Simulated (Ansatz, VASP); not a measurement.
**FeCo in VASP and in Ansatz**

File INCAR:

```
PREC     = Accurate       # precision mode
ENCUT    = 520            # plane-wave cutoff, eV
EDIFF    = 1E-8           # SCF threshold, eV
ISMEAR   = -1             # smearing method
SIGMA    = 0.05           # smearing width, eV
LREAL    = False          # projectors in reciprocal space
LASPH    = True           # aspherical terms in the spheres
NELM     = 200            # most SCF steps
ALGO     = Normal         # electronic algorithm
ISIF     = 2              # what is computed and relaxed
LWAVE    = False          # write WAVECAR
LCHARG   = False          # write CHGCAR
ISPIN    = 2              # spin polarisation
MAGMOM   = 3 2            # initial moments
LORBIT   = 11             # projections on sites
LMAXMIX  = 4              # l up to which the mixer works
GGA      = PE             # functional
LEFG     = True         
NBANDS   = 20             # bands
GGA_COMPAT= False
```

Contents of KPOINTS:

```
Automatic mesh
0
Gamma
  11 11 11
```

File POSCAR:

```
FeCo
1.0
    2.8570000000      0.0000000000      0.0000000000
    0.0000000000      2.8570000000      0.0000000000
    0.0000000000      0.0000000000      2.8570000000
Fe Co
1 1
Direct
    0.5000000000      0.5000000000      0.5000000000
    0.0000000000      0.0000000000      0.0000000000
```

Input for Ansatz:

```yaml
crystal:
  lattice:
    - [2.857, 0.0, 0.0]
    - [0.0, 2.857, 0.0]
    - [0.0, 0.0, 2.857]
  atoms:
    - { symbol: Fe, position: [0.5, 0.5, 0.5], spin: 3.0 }
    - { symbol: Co, position: [0.0, 0.0, 0.0], spin: 2.0 }
magnetization:
  spin_polarized: true
kpoints:
  mp_grid: { grid: [11, 11, 11] }
  band_path:
    path:
      - [0.0, 0.0, 0.0]
      - [0.0, 0.5, 0.0]
      - [0.5, 0.5, 0.0]
      - [0.0, 0.0, 0.0]
      - [0.5, 0.5, 0.5]
      - [0.0, 0.5, 0.0]
      - [0.5, 0.5, 0.5]
      - [0.5, 0.5, 0.0]
    npoints: 8
scf:
  occupations: { method: fermi_dirac, width: 0.05 }
hamiltonian:
  xc: pbe
  pseudopotentials: { kind: all_electron, datasets: crystal }
output:
  forces: true
  stress: true
  eigenvalues: true
  efg: { contact_densities: true }
```

Alike in both runs: task electric field gradients; functional PBE; k mesh 11 × 11 × 11; occupations fermi-dirac, width 0.05 eV; collinear spin.

|  | VASP | Ansatz |
| --- | --- | --- |
| version | VASP 6.6.1 | Ansatz 0.2.0 |
| potentials or method | VASP PAW PBE potentials, release 64 (Fe, Co), cutoff 520 eV | all-electron PAW with datasets made for the crystal, scalar-relativistic |

```csv
,VASP,Ansatz,Ansatz less VASP
pressure (GPa),-3.1,-2.6,+0.48
net moment per atom (μB),2.25,2.26,+0.012
size of the moment on the site where the two differ most (μB),1.75,1.83,+0.073
```

Site moments also hang on the region over which each program counts them. Ansatz ran all-electron here, and VASP with PAW potentials.
